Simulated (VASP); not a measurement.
# RuW3 (I4/mmm) in VASP: further runs

RuW3 is run at these levels: PBE; tasks: single point, relaxation of cell and atoms.

Program: VASP 6.6.1. These are calculated values, not measurements. Logs are shortened: lines on timing, memory, paths and dates and some standing lists are left out, and cuts for length are marked.

### Step 1. The cell of the first run

Symmetry: I4/mmm, No. 139, tetragonal system. The conventional cell has a = 3.800 Å, b = 3.800 Å, c = 8.488 Å, α = 90.00°, β = 90.00°, γ = 90.00°. Ru (site symmetry 4/mmm) has 12 W at 2.69 to 2.85 Å within 3.5 Å. W (site symmetry 4/mmm) has 4 Ru at 2.69 Å and 8 W at 2.85 Å within 3.5 Å. W (site symmetry -4m2) has 8 W at 2.69 to 2.85 Å and 4 Ru at 2.85 Å within 3.5 Å.

### Step 2. Single point, PBE

INCAR

```
SYSTEM = RuW3
PREC = Accurate ; ENCUT = 520
EDIFF = 1E-6 ; ISMEAR = 0
SIGMA = 0.1 ; LREAL = .FALSE.
LASPH = .TRUE. ; NELM = 60
ALGO = Fast ; ISIF = 2
LWAVE = .FALSE. ; LCHARG = .FALSE.
GGA = PE ; NBANDS = 36
```

KPOINTS

```
regular mesh
0
G
  6 6 6
  0 0 0
```

POSCAR

```
RuW3
1.0
   -1.8998213628      1.8998213628      4.2437568104
    1.8998213628     -1.8998213628      4.2437568104
    1.8998213628      1.8998213628     -4.2437568104
Ru W
1 3
Direct
    0.0000000000      0.0000000000      0.0000000000
    0.5000000000      0.5000000000      0.0000000000
    0.2500000000      0.7500000000      0.5000000000
    0.7500000000      0.2500000000      0.5000000000
```

Potentials or basis: VASP PAW PBE potentials, release 64 (Ru_pv, W_sv).

Started as:

```sh
$ cat potpaw_PBE.64/Ru_pv/POTCAR potpaw_PBE.64/W_sv/POTCAR > POTCAR
$ mpirun -np 1 vasp_std > vasp.out
```

OUTCAR:

```text
SYSTEM = RuW3
   PREC = Accurate
   ENCUT = 520
   EDIFF = 1E-6
   ISMEAR = 0
   LREAL = .FALSE.
   LASPH = .TRUE.
   NELM = 60
   ISIF = 2
   GGA = PE

 ion  position               nearest neighbor table
   1  0.000  0.000  0.000-   2 2.69   2 2.69   2 2.69   2 2.69   4 2.85   3 2.85   4 2.85   3 2.85
                             4 2.85   4 2.85   3 2.85   3 2.85
   2  0.500  0.500  0.000-   1 2.69   1 2.69   1 2.69   1 2.69   4 2.85   3 2.85   4 2.85   4 2.85
                             3 2.85   3 2.85   4 2.85   3 2.85
   3  0.250  0.750  0.500-   4 2.69   4 2.69   4 2.69   4 2.69   2 2.85   1 2.85   2 2.85   2 2.85
                             1 2.85   1 2.85   2 2.85   1 2.85
   4  0.750  0.250  0.500-   3 2.69   3 2.69   3 2.69   3 2.69   2 2.85   1 2.85   2 2.85   1 2.85
                             2 2.85   2 2.85   1 2.85   1 2.85

  LATTYP: Found a body centered tetragonal cell.
 ALAT       =     3.7996427256
 C/A-ratio  =     2.2337662338

  Lattice vectors:

 A1 = (  -1.8998213628,   1.8998213628,   4.2437568104)
 A2 = (   1.8998213628,  -1.8998213628,   4.2437568104)
 A3 = (   1.8998213628,   1.8998213628,  -4.2437568104)

Analysis of symmetry for initial positions (statically):
=====================================================================
 Subroutine PRICEL returns:
 Original cell was already a primitive cell.

 Routine SETGRP: Setting up the symmetry group for a
 body centered tetragonal supercell.

 Subroutine GETGRP returns: Found 16 space group operations
 (whereof 16 operations were pure point group operations)
 out of a pool of 16 trial point group operations.

The static configuration has the point symmetry D_4h.

Analysis of symmetry for dynamics (positions and initial velocities):
=====================================================================
 Subroutine PRICEL returns:
 Original cell was already a primitive cell.

 Routine SETGRP: Setting up the symmetry group for a
 body centered tetragonal supercell.

 Subroutine GETGRP returns: Found 16 space group operations
 (whereof 16 operations were pure point group operations)
 out of a pool of 16 trial point group operations.

The dynamic configuration has the point symmetry D_4h.

 Subroutine INISYM returns: Found 16 space group operations
 (whereof 16 operations are pure point group operations),
 and found     1 'primitive' translations

----------------------------------------------------------------------------------------

                                     Primitive cell
[... 92 lines left out ...]
   LASPH  =      T    aspherical Exc in radial PAW
   ENCUT  =  520.0 eV  38.22 Ry    6.18 a.u.   9.34  9.34  9.34*2*pi/ulx,y,z
   NELM   =     60;   NELMIN=  2; NELMDL= -5     # of ELM steps
   EDIFF  = 0.1E-05   stopping-criterion for ELM
   LREAL  =      F    real-space projection
   EDIFFG = 0.1E-04   stopping-criterion for IOM
   NSW    =      0    number of steps for IOM
   IBRION =     -1    ionic relax: 0-MD 1-quasi-New 2-CG
   NFREE  =      0    steps in history (QN), initial steepest desc. (CG)
   ISIF   =      2    stress and relaxation
   ISYM   =      2    0-nonsym 1-usesym 2-fastsym
   POTIM  = 0.5000    time-step for ionic-motion
   TEBEG  =    0.0;   TEEND  =   0.0 temperature during run
   PSTRESS=    0.0 pullay stress
   NELECT =      56.0000    total number of electrons
   NUPDOWN=      -1.0000    fix difference up-down
   EMIN   =  10.00;   EMAX   =-10.00  energy-range for DOS
   EFERMI =   0.00;   METHOD = LEGACY
   ISMEAR =     0;   SIGMA  =   0.10  broadening in eV -4-tet -1-fermi 0-gaus
   EFERMI_NEDOS =   21; number of points for ismear=-14 and -15
   IALGO  =     68    algorithm
   IMIX   =      4    mixing-type and parameters
     AMIX     =   0.40;   BMIX     =  1.00
     AMIX_MAG =   1.60;   BMIX_MAG =  1.00
  volume/ion in A,a.u.               =      15.32       103.36
  Fermi-wavevector in a.u.,A,eV,Ry     =   1.588762  3.002325 34.343344  2.524165
  Thomas-Fermi vector in A             =   2.687716
   LORBIT       =      0    0 simple, 1 ext, 2 COOP (PROOUT), +10 PAW based schemes
   GGA     = PE    functional components
   LHFCALC =     F    Hartree Fock is set to
   AEXX    =    0.0000 exact exchange contribution
   IVDW    =     0    specifies the selected vdW correction
   LEPSILON=     F    determine dielectric tensor
   LRPA    =     F    only Hartree local field effects (RPA)
 non-spin polarized calculation
 RMM-DIIS sequential band-by-band and
 Gauss-broadening in eV      SIGMA  =   0.10
  energy-cutoff  :      520.00
  volume of cell :       61.27
 maximum number of plane-waves:      1662
 NGX is ok and might be reduce to    40
   NGX = 19   NGY = 19   NGZ = 19

 number of electron      56.0000004 magnetization

 Free energy of the ion-electron system (eV)
  ---------------------------------------------------
  ext. energy  EPLUGINS =         0.00000000
  ---------------------------------------------------
  free energy    TOTEN  =       -46.86156107 eV

  energy without entropy =      -46.83471110  energy(sigma->0) =      -46.84813608

 E-fermi :  11.4343     XC(G=0): -13.7236

 val. band max:       11.4261899310   @ k =  -0.3333   0.1667   0.0000
 cond. band min:      11.4411587665   @ k =   0.5000   0.3333  -0.0000
 fundamental gap:      0.0149688355
 Fermi energy:        11.4342971119

 k-point     1 :       0.0000    0.0000    0.0000
  band No.  band energies     occupation
      1     -62.4554      2.00000
      2     -62.3060      2.00000
      3     -62.1760      2.00000
      4     -31.1858      2.00000
      5     -31.1858      2.00000
      6     -31.1366      2.00000
[... 925 lines left out ...]
     35      15.5471      0.00000
     36      16.4196      0.00000

 [... further k-points ...]
[... 5 lines left out ...]
  --------------------------------------------------------------------------------------
  -------------------------------------------------------------------------------------
  Total        4.9938681      4.9938681      1.2189249      0.0000000      0.0000000      0.0000000
  in kB      130.5905159    130.5905159     31.8750977      0.0000000      0.0000000      0.0000000
  external PRESSURE =      97.6853765 kB  Pullay stress =       0.0000000 kB

 VOLUME and BASIS-vectors are now :
 -----------------------------------------------------------------------------
  energy-cutoff  :      520.00
  volume of cell :       61.27
      direct lattice vectors                 reciprocal lattice vectors
    -1.899821363  1.899821363  4.243756810     0.000000000  0.263182639  0.117820135
     1.899821363 -1.899821363  4.243756810     0.263182639  0.000000000  0.117820135
     1.899821363  1.899821363 -4.243756810     0.263182639  0.263182639  0.000000000

 POSITION                                       TOTAL-FORCE (eV/Angst)
 -----------------------------------------------------------------------------------
      0.00000      0.00000      0.00000         0.000000     -0.000000     -0.000000
      0.00000      0.00000      4.24376         0.000000     -0.000000     -0.000000
      1.89982      0.00000      2.12188        -0.000000      0.000000      0.000000
      0.00000      1.89982      2.12188         0.000000     -0.000000     -0.000000
 -----------------------------------------------------------------------------------
    total drift:                               -0.000000     -0.000000      0.000000

  FREE ENERGIE OF THE ION-ELECTRON SYSTEM (eV)
  ---------------------------------------------------
  free  energy   TOTEN  =       -46.8615610678 eV

  energy  without entropy=      -46.8347110996  energy(sigma->0) =      -46.84813608
```

It used 450 s of CPU time on 1 thread of AMD EPYC 7R13 Processor (Zen 3), with other jobs on the host.

Results:

```
Free energy            : -46.8616 eV
Pressure               : 9.8 GPa
Band gap on the k mesh : zero (band 28 reaches 13.55 eV, above the bottom of band 29 at 11.08 eV)
```

Levels at points of the mesh, in eV from the Fermi level:
```tsv
k point	band 25	band 26	band 27	band 28	band 29	band 30	band 31	band 32
(0.00, 0.00, 0.00)	-2.24	-0.56	-0.56	-0.44	1.05	1.12	1.82	2.29
(0.50, 0.00, 0.00)	-1.89	-1.63	-0.80	-0.47	0.28	1.06	1.08	1.23
(0.50, 0.50, 0.00)	-1.94	-1.36	-0.47	0.47	0.68	0.81	1.06	1.13
(0.50, 0.50, 0.50)	-1.11	0.47	0.47	2.12	2.15	2.15	3.45	4.02
```

Caveat: the k points lie up to 0.39 Å⁻¹ apart; spin-orbit coupling is left out, which moves the levels of the heavy elements.

### Step 3. Single point, PBE

This run uses another cell than the first one, of 15.74 Å³/atom, 1.028 times its volume.

INCAR

```
  ALGO = Normal
  EDIFF = 1E-6
  ENCUT = 520
  GGA = PE
  ISIF = 2
  ISMEAR = 0
  LASPH = True
  LCHARG = False
  LREAL = False
  LWAVE = False
  NBANDS = 36
  NELM = 100
  PREC = Accurate
  SIGMA = 0.1
```

KPOINTS

```
k-points
0
Gamma
  6 6 6
```

POSCAR

```
RuW3
1.0
   -1.9646713580      1.9646713580      4.0779814932
    1.9646713580     -1.9646713580      4.0779814932
    1.9646713580      1.9646713580     -4.0779814932
Ru W
1 3
Direct
    0.0000000000      0.0000000000      0.0000000000
    0.5000000000      0.5000000000      0.0000000000
    0.2500000000      0.7500000000      0.5000000000
    0.7500000000      0.2500000000      0.5000000000
```

Potentials or basis: VASP PAW PBE potentials, release 64 (Ru_pv, W_sv).

Started as:

```sh
$ cat potpaw_PBE.64/Ru_pv/POTCAR potpaw_PBE.64/W_sv/POTCAR > POTCAR
$ mpirun -np 1 vasp_std > vasp.out
```

It used 170 s of CPU time on 1 thread of AMD EPYC 7R13 Processor (Zen 3) (shared host).

It converged, with:

```yaml
Free_energy: -47.0130 eV
Pressure: 0.4 GPa
Band_gap_on_the_k_mesh: zero (band 28 reaches 12.73 eV, above the bottom of band 29 at 10.37 eV)
```

Levels at points of the mesh, in eV from the Fermi level:
```
           k point  band 25  band 26  band 27  band 28  band 29  band 30  band 31  band 32
(0.00, 0.00, 0.00)    -1.49    -0.83    -0.83    -0.10     1.25     1.78     1.91     2.70
(0.50, 0.00, 0.00)    -2.00    -1.71    -0.89    -0.15     0.48     1.10     1.37     1.53
(0.50, 0.50, 0.00)    -1.55    -1.33    -0.88     0.22     0.66     0.78     0.88     0.98
(0.50, 0.50, 0.50)    -0.44     0.33     0.33     1.78     1.79     1.79     3.43     3.43
```

Caveat: the k points lie up to 0.38 Å⁻¹ apart; spin-orbit coupling is left out, which moves the levels of the heavy elements.

### Step 4. Relaxation of cell and atoms, PBE

INCAR

```
PREC = Accurate ; ENCUT = 600
EDIFF = 1E-7 ; ISMEAR = 0
SIGMA = 0.1 ; LREAL = False
LASPH = True ; NELM = 60
ALGO = Normal ; ISIF = 3
LWAVE = False ; LCHARG = False
GGA = PE ; IBRION = 2
NSW = 90 ; EDIFFG = -0.04
```

KPOINTS

```
regular mesh
0
Gamma
  6 6 6
```

POSCAR

```
RuW3
1.0
   -1.8998213628      1.8998213628      4.2437568104
    1.8998213628     -1.8998213628      4.2437568104
    1.8998213628      1.8998213628     -4.2437568104
Ru W
1 3
Direct
    0.0000000000      0.0000000000      0.0000000000
    0.5000000000      0.5000000000      0.0000000000
    0.2500000000      0.7500000000      0.5000000000
    0.7500000000      0.2500000000      0.5000000000
```

Started as:

```sh
$ cat potpaw_PBE.64/Ru_pv/POTCAR potpaw_PBE.64/W_sv/POTCAR > POTCAR
$ mpirun -np 1 vasp_std > vasp.out
```

Wall time 34 min (1 thread of AMD EPYC 7R13 (Zen 3), shared host); peak memory 0.24 GiB.

The run converged. Its results:

* Free energy: -47.0126 eV
* Relaxed volume: 15.77 Å³/atom
* Relaxed cell: a = 4.940 Å, b = 4.940 Å, c = 4.940 Å, α = 133.12°, β = 133.12°, γ = 68.46°
* Space group after relaxing (to 0.05 Å): I4/mmm (No. 139)
* Energy gained by relaxing: 37.6 meV/atom
* Ionic steps: 10
* Pressure after relaxing: 0.0 GPa
* Band gap on the k mesh: zero (band 28 reaches 12.71 eV, above the bottom of band 29 at 10.36 eV)

Stress tensor (GPa, compression positive):
```
 0.01  0.00  0.00
 0.00  0.01  0.00
 0.00  0.00 -0.10
```

The path:
```tsv
step	energy change (eV)	largest force (eV/Å)	pressure (GPa)	volume (Å³)
1	0.0000	0.0000	9.80	61.27
2	0.4290	0.0000	-24.16	69.91
3	-0.0818	0.0000	-2.11	63.64
4	-0.0820	0.0000	-1.65	63.54
5	-0.1375	0.0000	-0.59	63.22
6	-0.1499	0.0000	0.25	63.01
7	-0.1504	0.0000	0.48	62.96
8	-0.1504	0.0000	0.42	62.97
9	-0.1495	0.0000	-1.22	63.32
10	-0.1505	0.0000	-0.03	63.07
```

Final structure:
```cif
data_structure
_symmetry_space_group_name_H-M 'P 1'
_symmetry_Int_Tables_number 1
_cell_length_a 4.9395
_cell_length_b 4.9395
_cell_length_c 4.9395
_cell_angle_alpha 133.121
_cell_angle_beta 133.121
_cell_angle_gamma 68.465
_cell_volume 63.07
loop_
_atom_site_label
_atom_site_type_symbol
_atom_site_fract_x
_atom_site_fract_y
_atom_site_fract_z
_atom_site_occupancy
Ru1 Ru 0.00000 0.00000 0.00000 1
W1 W 0.50000 0.50000 0.00000 1
W2 W 0.25000 0.75000 0.50000 1
W3 W 0.75000 0.25000 0.50000 1
```

Levels at points of the mesh, in eV from the Fermi level:
```tsv
k point	band 25	band 26	band 27	band 28	band 29	band 30	band 31	band 32
(0.00, 0.00, 0.00)	-1.50	-0.83	-0.83	-0.11	1.25	1.79	1.89	2.67
(0.50, 0.00, 0.00)	-1.99	-1.70	-0.88	-0.15	0.47	1.10	1.36	1.52
(0.50, 0.50, 0.00)	-1.54	-1.34	-0.87	0.22	0.66	0.77	0.88	0.99
(0.50, 0.50, 0.50)	-0.45	0.33	0.33	1.78	1.79	1.79	3.43	3.43
```

Caveat: the k points lie up to 0.38 Å⁻¹ apart in the final cell; spin-orbit coupling is left out, which moves the levels of the heavy elements.

### Step 5. Overview

```tsv
task	cell	cutoff (eV)	gap on the mesh (eV)	pressure (GPa)
single point	a = 5.023 Å, angles 135.6, 135.6, 64.7°, 4 atoms	520	none	9.8
single point	a = 4.935 Å, angles 133.1, 133.1, 68.5°, 4 atoms	520	none	0.4
relaxation of cell and atoms	relaxed from a = 5.023 Å, angles 135.6, 135.6, 64.7°, 4 atoms	600	none	0.0
```

Alike in all rows: level PBE; potentials or basis VASP PAW PBE potentials, release 64 (Ru_pv, W_sv); no spin polarisation; k mesh 6 × 6 × 6; smearing gaussian 0.1 eV.

Caveats: all runs use coarse meshes; spin-orbit coupling is left out, which moves the levels of the heavy elements.

Absolute energies hang on the potentials; compare differences alone.
